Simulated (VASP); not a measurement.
Crystal: GaP.

```xyz
2
Lattice="0.0000 2.7532 2.7532 2.7532 0.0000 2.7532 2.7532 2.7532 0.0000" Properties=species:S:1:pos:R:3 pbc="T T T"
Ga    0.0000    0.0000    0.0000
P     4.1298    4.1298    4.1298
```

Base run:

```yaml
Program: VASP 6.6.1
Functional: r2SCAN
Potentials_or_basis: VASP PAW PBE potentials, release 64 (Ga_d, P)
Cutoff: 550 eV
k_mesh: 8 × 8 × 8
Occupations: gaussian, width 0.05 eV
Spin: no spin polarisation
```

Its results: band gap on the k mesh 1.94 eV, indirect (least direct gap 2.08 eV); pressure -2.5 GPa.

Problem. The run is repeated on the same cell with these changes: functional from r2SCAN to PBE; cutoff from 550 eV to 500 eV; k mesh from 8 × 8 × 8 to 6 × 6 × 6. What comes out?

Solution. Band gap on the k mesh 1.57 eV, direct; pressure -0.1 GPa.

Several settings changed at once, so the effect can't be laid on one alone.

Caveats: the PAW data sets were made with another functional, which shifts forces and pressure a little (some runs).

A k mesh can miss the band edges.
